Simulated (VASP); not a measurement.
# Br (Fd-3m) in VASP: a series of runs

Runs on Br. Level: PBE. Tasks: single point.

Everything below comes from runs of VASP 6.6.1. Logs are shortened: lines on timing, memory, paths and dates and some standing lists are left out, and cuts for length are marked.

## Step 1: The cell of the first run

It takes space group Fd-3m (No. 227, cubic). Conventional cell: a = 6.075 Å, b = 6.075 Å, c = 6.075 Å, α = 90.00°, β = 90.00°, γ = 90.00°. Br (site symmetry -43m) has 4 Br at 2.63 Å within 3.5 Å.

## Step 2: Single point, PBE (28.03 Å³/atom)

INCAR

```
SYSTEM = Br
PREC = Accurate ; ENCUT = 520
EDIFF = 1E-6 ; ISMEAR = -1
SIGMA = 0.08 ; LREAL = .False.
LASPH = .True. ; NELM = 80
ALGO = Normal ; ISIF = 2
LWAVE = .False. ; LCHARG = .False.
GGA = PE ; NBANDS = 14
```

KPOINTS

```
regular mesh
0
Gamma
  11 11 11
  0 0 0
```

POSCAR

```
Br
1.0
    0.0000000000      3.0376466421      3.0376466421
    3.0376466421      0.0000000000      3.0376466421
    3.0376466421      3.0376466421      0.0000000000
Br
2
Direct
   -0.1250000000     -0.1250000000     -0.1250000000
    0.1250000000      0.1250000000      0.1250000000
```

Potentials or basis: VASP PAW PBE potentials, release 64 (Br).

Command:

```console
cat potpaw_PBE.64/Br/POTCAR > POTCAR
mpirun -np 1 vasp_std > vasp.out
```

OUTCAR:

```text
SYSTEM = Br
   PREC = Accurate
   ENCUT = 520
   EDIFF = 1E-6
   ISMEAR = -1
   LREAL = .False.
   LASPH = .True.
   NELM = 80
   ISIF = 2
   GGA = PE

 ion  position               nearest neighbor table
   1  0.875  0.875  0.875-   2 2.63   2 2.63   2 2.63   2 2.63
   2  0.125  0.125  0.125-   1 2.63   1 2.63   1 2.63   1 2.63

  LATTYP: Found a face centered cubic cell.
 ALAT       =     6.0752932842

  Lattice vectors:

 A1 = (   0.0000000000,   3.0376466421,   3.0376466421)
 A2 = (   3.0376466421,   0.0000000000,   3.0376466421)
 A3 = (   3.0376466421,   3.0376466421,   0.0000000000)

Analysis of symmetry for initial positions (statically):
=====================================================================
 Subroutine PRICEL returns:
 Original cell was already a primitive cell.

 Routine SETGRP: Setting up the symmetry group for a
 face centered cubic supercell.

 Subroutine GETGRP returns: Found 48 space group operations
 (whereof 12 operations were pure point group operations)
 out of a pool of 48 trial point group operations.

The static configuration has the point symmetry D_3d.
 The point group associated with its full space group is O_h .

Analysis of symmetry for dynamics (positions and initial velocities):
=====================================================================
 Subroutine PRICEL returns:
 Original cell was already a primitive cell.

 Routine SETGRP: Setting up the symmetry group for a
 face centered cubic supercell.

 Subroutine GETGRP returns: Found 48 space group operations
 (whereof 12 operations were pure point group operations)
 out of a pool of 48 trial point group operations.

The dynamic configuration has the point symmetry D_3d.
 The point group associated with its full space group is O_h .

 Subroutine INISYM returns: Found 48 space group operations
 (whereof 12 operations are pure point group operations),
 and found     1 'primitive' translations

----------------------------------------------------------------------------------------

                                     Primitive cell

  volume of cell :      56.0585

  direct lattice vectors                    reciprocal lattice vectors
     0.000000000  3.037646642  3.037646642    -0.164601107  0.164601107  0.164601107
     3.037646642  0.000000000  3.037646642     0.164601107 -0.164601107  0.164601107
     3.037646642  3.037646642  0.000000000     0.164601107  0.164601107 -0.164601107

  length of vectors
     4.295881079  4.295881079  4.295881079     0.285097480  0.285097480  0.285097480

  position of ions in fractional coordinates (direct lattice)
     0.875000000  0.875000000  0.875000000
     0.125000000  0.125000000  0.125000000

  ion indices of the primitive-cell ions
   primitive index   ion index
                 1           1
                 2           2

----------------------------------------------------------------------------------------

 KPOINTS: regular mesh

Automatic generation of k-mesh.
 Grid dimensions read from file:
 generate k-points for:   11   11   11

 Generating k-lattice:

  Cartesian coordinates                     Fractional coordinates (reciprocal lattice)
    -0.014963737  0.014963737  0.014963737     0.090909091  0.000000000  0.000000000
     0.014963737 -0.014963737  0.014963737     0.000000000  0.090909091  0.000000000
     0.014963737  0.014963737 -0.014963737     0.000000000  0.000000000  0.090909091

  Length of vectors
     0.025917953  0.025917953  0.025917953

  Shift w.r.t. Gamma in fractional coordinates (k-lattice)
     0.000000000  0.000000000  0.000000000

 Subroutine IBZKPT returns following result:
 ===========================================

 Found     56 irreducible k-points:

 Following reciprocal coordinates:
            Coordinates               Weight
  0.000000  0.000000  0.000000      1.000000
  0.090909  0.000000  0.000000      8.000000
  0.181818  0.000000  0.000000      8.000000
  0.272727  0.000000  0.000000      8.000000
  0.363636  0.000000  0.000000      8.000000
  0.454545  0.000000  0.000000      8.000000
[... 16 lines left out ...]
 -0.272727  0.181818  0.000000     24.000000
 -0.181818  0.181818  0.000000     12.000000
 [... further k-points ...]
   k-points           NKPTS =     56   k-points in BZ     NKDIM =     56   number of bands    NBANDS=     14
   number of dos      NEDOS =    301   number of ions     NIONS =      2
   total plane-waves  NPLWV =  32768
   dimension x,y,z NGX =    32 NGY =   32 NGZ =   32
   dimension x,y,z NGXF=    64 NGYF=   64 NGZF=   64
   ions per type =               2
   NGX,Y,Z   is equivalent  to a cutoff of  12.38, 12.38, 12.38 a.u.
   NGXF,Y,Z  is equivalent  to a cutoff of  24.77, 24.77, 24.77 a.u.
 SYSTEM =  Br
   PREC   = accura    normal or accurate (medium, high low for compatibility)
   ISTART =      0    job   : 0-new  1-cont  2-samecut
   ICHARG =      2    charge: 1-file 2-atom 10-const
   ISPIN  =      1    spin polarized calculation?
   LNONCOLLINEAR =      F non collinear calculations
   LSORBIT =      F    spin-orbit coupling
   LASPH  =      T    aspherical Exc in radial PAW
   ENCUT  =  520.0 eV  38.22 Ry    6.18 a.u.   7.99  7.99  7.99*2*pi/ulx,y,z
   NELM   =     80;   NELMIN=  2; NELMDL= -5     # of ELM steps
   EDIFF  = 0.1E-05   stopping-criterion for ELM
   LREAL  =      F    real-space projection
   EDIFFG = 0.1E-04   stopping-criterion for IOM
   NSW    =      0    number of steps for IOM
   IBRION =     -1    ionic relax: 0-MD 1-quasi-New 2-CG
   NFREE  =      0    steps in history (QN), initial steepest desc. (CG)
   ISIF   =      2    stress and relaxation
   ISYM   =      2    0-nonsym 1-usesym 2-fastsym
   POTIM  = 0.5000    time-step for ionic-motion
   TEBEG  =    0.0;   TEEND  =   0.0 temperature during run
   PSTRESS=    0.0 pullay stress
   NELECT =      14.0000    total number of electrons
   NUPDOWN=      -1.0000    fix difference up-down
   EMIN   =  10.00;   EMAX   =-10.00  energy-range for DOS
   EFERMI =   0.00;   METHOD = LEGACY
   ISMEAR =    -1;   SIGMA  =   0.08  broadening in eV -4-tet -1-fermi 0-gaus
   EFERMI_NEDOS =   21; number of points for ismear=-14 and -15
   IALGO  =     38    algorithm
   IMIX   =      4    mixing-type and parameters
     AMIX     =   0.40;   BMIX     =  1.00
     AMIX_MAG =   1.60;   BMIX_MAG =  1.00
  volume/ion in A,a.u.               =      28.03       189.15
  Fermi-wavevector in a.u.,A,eV,Ry     =   1.030948  1.948210 14.461015  1.062855
  Thomas-Fermi vector in A             =   2.165072
   LORBIT       =      0    0 simple, 1 ext, 2 COOP (PROOUT), +10 PAW based schemes
   GGA     = PE    functional components
   LHFCALC =     F    Hartree Fock is set to
   AEXX    =    0.0000 exact exchange contribution
   IVDW    =     0    specifies the selected vdW correction
   LEPSILON=     F    determine dielectric tensor
   LRPA    =     F    only Hartree local field effects (RPA)
 non-spin polarized calculation
  energy-cutoff  :      520.00
  volume of cell :       56.06
 maximum number of plane-waves:      1530
   NGX = 15   NGY = 15   NGZ = 15

 number of electron      14.0000001 magnetization

 Free energy of the ion-electron system (eV)
  ---------------------------------------------------
  ext. energy  EPLUGINS =         0.00000000
  ---------------------------------------------------
  free energy    TOTEN  =        -0.91432032 eV

  energy without entropy =       -0.86138458  energy(sigma->0) =       -0.88785245

 E-fermi :   2.6790     XC(G=0):  -8.5452

 val. band max:        2.6624611990   @ k =   0.4545   0.1818   0.0909
 cond. band min:       2.6857085904   @ k =  -0.3636   0.0909   0.0000
 fundamental gap:      0.0232473914
 Fermi energy:         2.6789862418

 k-point     1 :       0.0000    0.0000    0.0000
  band No.  band energies     occupation
      1     -15.2134      2.00000
      2     -10.3201      2.00000
      3      -2.0746      2.00000
      4      -2.0746      2.00000
      5      -2.0746      2.00000
      6       0.7906      2.00000
      7       0.7906      2.00000
      8       0.7906      2.00000
      9       7.2283      0.00000
     10      10.6404      0.00000
     11      10.6404      0.00000
     12      12.8202      0.00000
     13      12.8202      0.00000
     14      12.8202      0.00000

 k-point     2 :       0.0909    0.0000    0.0000
  band No.  band energies     occupation
      1     -15.1593      2.00000
      2     -10.4405      2.00000
      3      -2.1473      2.00000
      4      -2.1473      2.00000
      5      -2.1085      2.00000
      6       0.8896      2.00000
      7       0.8986      2.00000
      8       0.8986      2.00000
      9       7.4883      0.00000
     10      10.4151      0.00000
     11      10.4151      0.00000
     12      12.5969      0.00000
     13      13.3161      0.00000
     14      13.3161      0.00000

 k-point     3 :       0.1818    0.0000    0.0000
  band No.  band energies     occupation
      1     -15.0029      2.00000
      2     -10.7676      2.00000
      3      -2.3205      2.00000
      4      -2.3205      2.00000
      5      -2.2256      2.00000
      6       1.1634      2.00000
      7       1.1634      2.00000
      8       1.2231      2.00000
      9       8.1344      0.00000
     10      10.1164      0.00000
     11      10.1164      0.00000
     12      12.2391      0.00000
     13      14.3795      0.00000
     14      14.3795      0.00000

 k-point     4 :       0.2727    0.0000    0.0000
  band No.  band energies     occupation
      1     -14.7640      2.00000
      2     -11.2156      2.00000
      3      -2.5130      2.00000
      4      -2.5130      2.00000
      5      -2.4087      2.00000
      6       1.4670      2.00000
      7       1.4670      2.00000
      8       1.7852      1.99997
      9       8.8132      0.00000
     10      10.0689      0.00000
     11      10.0689      0.00000
     12      11.9816      0.00000
     13      14.3523      0.00000
     14      14.9784      0.00000

 k-point     5 :       0.3636    0.0000    0.0000
  band No.  band energies     occupation
      1     -14.4900      2.00000
      2     -11.6698      2.00000
      3      -2.6662      2.00000
      4      -2.6662      2.00000
      5      -2.5857      2.00000
      6       1.7109      1.99999
      7       1.7109      1.99999
      8       2.4274      1.91742
      9       9.2400      0.00000
     10      10.3464      0.00000
     11      10.3464      0.00000
[... 276 lines left out ...]
 k-point    22 :      -0.3636    0.1818    0.0000
  band No.  band energies     occupation
      1     -14.1451      2.00000
      2     -12.1568      2.00000
      3      -3.6522      2.00000
      4      -2.8608      2.00000
      5      -1.5204      2.00000
      6       1.5485      2.00000
      7       2.0986      1.99859
      8       2.8699      0.16843
      9       8.8919      0.00000
     10      10.0561      0.00000
     11      10.2209      0.00000
     12      12.2264      0.00000
     13      14.4229      0.00000
     14      14.5384      0.00000

 k-point    23 :      -0.2727    0.1818    0.0000
  band No.  band energies     occupation
      1     -14.4031      2.00000
      2     -11.7916      2.00000
      3      -3.4978      2.00000
      4      -2.6773      2.00000
      5      -1.6060      2.00000
      6       1.4446      2.00000
      7       1.7832      1.99997
      8       2.5734      1.57818
      9       9.1609      0.00000
     10       9.5845      0.00000
     11      10.2964      0.00000
     12      12.5975      0.00000
     13      14.0817      0.00000
     14      14.8394      0.00000

 k-point    24 :      -0.1818    0.1818    0.0000
  band No.  band energies     occupation
      1     -14.6742      2.00000
      2     -11.3648      2.00000
      3      -3.1912      2.00000
      4      -2.4782      2.00000
      5      -1.7634      2.00000
      6       1.2376      2.00000
      7       1.4469      2.00000
      8       2.2082      1.99445
      9       9.0580      0.00000
     10       9.4555      0.00000
     11      10.2238      0.00000
     12      13.4196      0.00000
     13      13.4325      0.00000
     14      14.6432      0.00000

 [... further k-points ...]

------------------------ aborting loop because EDIFF is reached ----------------------------------------

  FORCE on cell =-STRESS in cart. coord.  units (eV):
  Direction    XX          YY          ZZ          XY          YZ          ZX
  --------------------------------------------------------------------------------------
  -------------------------------------------------------------------------------------
  Total        6.2878171      6.2878171      6.2878171     -0.0000000      0.0000000     -0.0000000
  in kB      179.7085461    179.7085461    179.7085461     -0.0000000      0.0000000     -0.0000000
  external PRESSURE =     179.7085461 kB  Pullay stress =       0.0000000 kB

 VOLUME and BASIS-vectors are now :
 -----------------------------------------------------------------------------
  energy-cutoff  :      520.00
  volume of cell :       56.06
      direct lattice vectors                 reciprocal lattice vectors
     0.000000000  3.037646642  3.037646642    -0.164601107  0.164601107  0.164601107
     3.037646642  0.000000000  3.037646642     0.164601107 -0.164601107  0.164601107
     3.037646642  3.037646642  0.000000000     0.164601107  0.164601107 -0.164601107

 POSITION                                       TOTAL-FORCE (eV/Angst)
 -----------------------------------------------------------------------------------
      5.31588      5.31588      5.31588        -0.000000      0.000000     -0.000000
      0.75941      0.75941      0.75941         0.000000     -0.000000      0.000000
 -----------------------------------------------------------------------------------
    total drift:                                0.000000      0.000000     -0.000000

  FREE ENERGIE OF THE ION-ELECTRON SYSTEM (eV)
  ---------------------------------------------------
  free  energy   TOTEN  =        -0.9143203236 eV

  energy  without entropy=       -0.8613845794  energy(sigma->0) =       -0.88785245
```

Run time: 42 s. Hardware: 1 thread of Intel Xeon 8259CL, shared host; peak memory 0.19 GiB.

Results:

* Free energy: -0.9143 eV
* Pressure: 18.0 GPa
* Band gap on the k mesh: zero (bands 7 and 8 overlap by 2.68 eV)

Levels at points of the mesh, in eV from the Fermi level:
```tsv
k point	band 3	band 4	band 5	band 6	band 7	band 8	band 9	band 10	band 11	band 12
(0.00, 0.00, 0.00)	-4.75	-4.75	-4.75	-1.89	-1.89	-1.89	4.55	7.96	7.96	10.14
```

Caveat: the cell stands under pressure.

(Continued in part 2 of 2.)

The gap in the log of VASP goes by the Fermi energy; the results here count the filled bands.